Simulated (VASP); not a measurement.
# NaI in VASP: a series of runs, part 3 of 3

VASP 6.6.1. The steps go on from the part before.

### 7 Electric field gradients, LDA (equal xy, yz and zx shear strains of +2 %)

File INCAR:

```
ALGO = Normal ; EDIFF = 1E-8
ENCUT = 520 ; ISIF = 2
ISMEAR = -1 ; LASPH = T
LCHARG = F ; LEFG = T
LREAL = F ; LWAVE = F
NBANDS = 14 ; NELM = 80
PREC = Accurate ; SIGMA = 0.02
```

File KPOINTS:

```
k-points
0
Gamma
  8 8 8
```

File POSCAR:

```
NaI
1.0
    0.0647280000      3.2687640000      3.2687640000
    3.2687640000      0.0647280000      3.2687640000
    3.2687640000      3.2687640000      0.0647280000
Na I
1 1
Direct
    0.0000000000      0.0000000000      0.0000000000
    0.5000000000      0.5000000000      0.5000000000
```

Potentials or basis: VASP PAW LDA potentials, release 64 (Na_pv, I).

Started as:

```bash
$ cat potpaw_LDA.64/Na_pv/POTCAR potpaw_LDA.64/I/POTCAR > POTCAR
$ mpirun -np 1 vasp_std > vasp.out
```

OUTCAR:

```text
EDIFF = 1E-8
   ENCUT = 520
   ISIF = 2
   ISMEAR = -1
   LASPH = T
   LREAL = F
   NELM = 80
   PREC = Accurate

 ion  position               nearest neighbor table
   1  0.000  0.000  0.000-
   2  0.500  0.500  0.500-

  LATTYP: Found a trigonal (rhomboedric) cell.
 ALAT       =     4.6231835232
 COS(alpha) =     0.5197000882

  Lattice vectors:

 A1 = (   0.0647280000,   3.2687640000,   3.2687640000)
 A2 = (   3.2687640000,   0.0647280000,   3.2687640000)
 A3 = (   3.2687640000,   3.2687640000,   0.0647280000)

Analysis of symmetry for initial positions (statically):
=====================================================================
 Subroutine PRICEL returns:
 Original cell was already a primitive cell.

 Routine SETGRP: Setting up the symmetry group for a
 trigonal (rhombohedral) supercell.

 Subroutine GETGRP returns: Found 12 space group operations
 (whereof 12 operations were pure point group operations)
[... 594 lines left out ...]
  volume of cell :       67.78
      direct lattice vectors                 reciprocal lattice vectors
     0.064728000  3.268764000  3.268764000    -0.157583111  0.154523245  0.154523245
     3.268764000  0.064728000  3.268764000     0.154523245 -0.157583111  0.154523245
     3.268764000  3.268764000  0.064728000     0.154523245  0.154523245 -0.157583111

 POSITION                                       TOTAL-FORCE (eV/Angst)
 -----------------------------------------------------------------------------------
      0.00000      0.00000      0.00000         0.000000     -0.000000      0.000000
      3.30113      3.30113      3.30113         0.000000      0.000000     -0.000000
 -----------------------------------------------------------------------------------
    total drift:                                0.000000      0.000000      0.000000

  FREE ENERGIE OF THE ION-ELECTRON SYSTEM (eV)
  ---------------------------------------------------
  free  energy   TOTEN  =        -5.9802964570 eV

  energy  without entropy=       -5.9802964570  energy(sigma->0) =       -5.98029646

 Electric field gradients (V/A^2)
---------------------------------------------------------------------
 ion       V_xx      V_yy      V_zz      V_xy      V_xz      V_yz
---------------------------------------------------------------------
   1      -0.000    -0.000    -0.000    -0.260    -0.260    -0.260
   2      -0.000    -0.000    -0.000     9.413     9.413     9.413
---------------------------------------------------------------------

 Electric field gradients after diagonalization (V/A^2)
 (convention: |V_zz| > |V_xx| > |V_yy|)
----------------------------------------------------------------------
 ion       V_xx      V_yy      V_zz     asymmetry (V_yy - V_xx)/ V_zz
----------------------------------------------------------------------
   1       0.260     0.260    -0.520       0.000
   2      -9.413    -9.413    18.826       0.000
----------------------------------------------------------------------

           NMR quadrupolar parameters

 Cq : quadrupolar parameter    Cq=e*Q*V_zz/h
 eta: asymmetry parameters     (V_yy - V_xx)/ V_zz
 Q  : nuclear electric quadrupole moment in mb (millibarn)
----------------------------------------------------------------------
 ion       Cq(MHz)       eta       Q (mb)
----------------------------------------------------------------------
   1      -0.001       0.000       1.000
   2       0.046       0.000       1.000
----------------------------------------------------------------------
```

OSZICAR:

```text
N       E                     dE             d eps       ncg     rms          rms(c)
DAV:   1     0.810838461703E+02    0.81084E+02   -0.66572E+03  1820   0.897E+02
DAV:   2     0.358877745452E+00   -0.80725E+02   -0.75136E+02  1964   0.217E+02
DAV:   3    -0.590811007454E+01   -0.62670E+01   -0.62290E+01  2342   0.583E+01
DAV:   4    -0.605458220479E+01   -0.14647E+00   -0.14643E+00  2278   0.924E+00
DAV:   5    -0.605838316651E+01   -0.38010E-02   -0.38009E-02  2436   0.145E+00    0.162E+00
DAV:   6    -0.599541662217E+01    0.62967E-01   -0.61825E-02  2276   0.162E+00    0.104E+00
DAV:   7    -0.598080696548E+01    0.14610E-01   -0.45537E-02  2344   0.116E+00    0.495E-01
DAV:   8    -0.598035265840E+01    0.45431E-03   -0.31300E-03  2186   0.473E-01    0.106E-01
DAV:   9    -0.598029732151E+01    0.55337E-04   -0.15151E-04  2252   0.117E-01    0.333E-02
DAV:  10    -0.598029655449E+01    0.76702E-06   -0.20226E-05  2628   0.482E-02    0.574E-03
DAV:  11    -0.598029645031E+01    0.10418E-06   -0.10101E-06  2380   0.120E-02    0.435E-03
DAV:  12    -0.598029645699E+01   -0.66802E-08   -0.58703E-08  2444   0.234E-03
   1 F= -.59802965E+01 E0= -.59802965E+01  d E =-.295165E-11
```

stdout:

```text
POSCAR found type information on POSCAR NaI
 POSCAR found :  2 types and       2 ions
 scaLAPACK will be used
 LDA part: xc-table for (Slater(with rela. corr.)+CA(PZ))
 , standard interpolation
 POSCAR, INCAR and KPOINTS ok, starting setup
 FFT: planning ... GRIDC
 FFT: planning ... GRID_SOFT
 FFT: planning ... GRID
 WAVECAR not read
 entering main loop
ion   1

ion   2
```

Run time: 52 s. Hardware: 1 thread of AMD EPYC 7R43 (Zen 3), shared host; peak memory 0.17 GiB.

Results:

```yaml
Free_energy: -5.9803 eV
Pressure: -1.6 GPa
Band_gap_on_the_k_mesh: 3.29 eV, direct
```

Levels at points of the mesh, in eV from the valence-band top:
| k point | band 3 | band 4 | band 5 | band 6 | band 7 | band 8 | band 9 | band 10 | band 11 | band 12 |
| --- | --- | --- | --- | --- | --- | --- | --- | --- | --- | --- |
| (0.00, 0.00, 0.00) | -22.43 | -11.13 | -0.14 | 0.00 | 0.00 | 3.29 | 7.53 | 7.87 | 7.87 | 9.63 |
| (0.50, 0.00, 0.00) | -22.43 | -10.80 | -2.29 | -0.39 | -0.32 | 4.79 | 7.09 | 7.29 | 8.44 | 10.00 |
| (0.50, 0.50, 0.00) | -22.44 | -10.73 | -2.00 | -0.87 | -0.75 | 4.21 | 5.34 | 9.54 | 10.96 | 11.02 |
| (0.50, 0.50, 0.50) | -22.44 | -10.84 | -2.32 | -0.26 | -0.26 | 4.89 | 7.37 | 7.37 | 8.35 | 10.02 |

Electric field gradients, principal values (V/Å²):
```csv
atom,least,middle,greatest (by size)
1 Na,0.260,0.260,-0.520
2 I,-9.413,-9.413,18.826
```

Caveat: the cell differs from its parent crystal (equal xy, yz and zx shear strains of +2 %); without QUAD_EFG the Cq values of the log hold for a quadrupole moment of 1 mb, not for the nuclei; spin-orbit coupling is left out, which moves the levels of the heavy elements.

### 8 Summary

| task | cell | k mesh for the DOS | occupations for the DOS | gap on the mesh (eV) | pressure (GPa) |
| --- | --- | --- | --- | --- | --- |
| electric field gradients | a = 4.562 Å, angles 60.0°, 2 atoms | - | - | 3.37 | -1.5 |
| electric field gradients | a = 4.607 Å, angles 60.0°, 2 atoms | - | - | 3.29 | -1.9 |
| electric field gradients | a = 4.667 Å, angles 60.0°, 2 atoms | - | - | 3.20 | -2.2 |
| electric field gradients | a = 4.577 Å, angles 60.0°, 2 atoms | - | - | 3.35 | -1.6 |
| density of states | a = 4.577 Å, angles 60.0°, 2 atoms | 12 × 12 × 12 | tetrahedron | - | - |
| electric field gradients | a = 4.623 Å, angles 58.7°, 2 atoms | - | - | 3.29 | -1.6 |

Alike in all rows: level LDA; potentials or basis VASP PAW LDA potentials, release 64 (Na_pv, I); no spin polarisation; k mesh 8 × 8 × 8; cutoff (eV) 520; smearing fermi-dirac 0.02 eV.

Caveats: spin-orbit coupling is left out, which moves the levels of the heavy elements.

Absolute energies hang on the potentials; compare differences alone.
